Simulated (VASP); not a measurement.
Write the native input for VASP 6.6.1 that does the following.

| Quantity | Value |
| --- | --- |
| Task | single point |
| Functional | PBE |
| Potentials or basis | VASP PAW PBE potentials, release 64 (Mg, O) |
| Cutoff | 520 eV |
| k mesh | 9 × 9 × 1 |
| Occupations | gaussian, width 0.05 eV |
| Spin | no spin polarisation |
| Dipole correction | no |
| Further INCAR settings | ALGO = Normal; EDIFF = 1e-06; NBANDS = 36 |

The structure of MgO lies in POSCAR:

```
MgO
1.0
    3.0079232189      0.0000000000      0.0000000000
    0.0000000000      3.0079232189      0.0000000000
    0.0000000000      0.0000000000     25.6346145270
Mg O
6 6
Direct
    0.5000000000      0.5000000000      0.2925731531
    0.0000000000      0.0000000000      0.3755438918
    0.5000000000      0.5000000000      0.4585146306
    0.0000000000      0.0000000000      0.5414853694
    0.5000000000      0.5000000000      0.6244561082
    0.0000000000      0.0000000000      0.7074268469
    0.0000000000      0.0000000000      0.2925731531
    0.5000000000      0.5000000000      0.3755438918
    0.0000000000      0.0000000000      0.4585146306
    0.5000000000      0.5000000000      0.5414853694
    0.0000000000      0.0000000000      0.6244561082
    0.5000000000      0.5000000000      0.7074268469
```

The input as run:

INCAR

```
SYSTEM = MgO
PREC = Accurate
ENCUT = 520
EDIFF = 1E-6
ISMEAR = 0
SIGMA = 0.05
LREAL = .FALSE.
LASPH = .TRUE.
NELM = 60
ALGO = Normal
ISIF = 2
LWAVE = .FALSE.
LCHARG = .FALSE.
GGA = PE
NBANDS = 36
```

KPOINTS

```
regular mesh
0
G
  9 9 1
  0 0 0
```

Potentials or basis: VASP PAW PBE potentials, release 64 (Mg, O).

The run is started by

```sh
$ cat potpaw_PBE.64/Mg/POTCAR potpaw_PBE.64/O/POTCAR > POTCAR
$ mpirun -np 1 vasp_std > vasp.out
```

Results of the run:

```
Largest force          : 0.470 eV/Å
Band gap on the k mesh : 3.27 eV
```

It took 110 s on 1 thread of Intel(R) Xeon(R) 6975P-C (Granite Rapids) (shared host), peak memory 0.36 GiB.
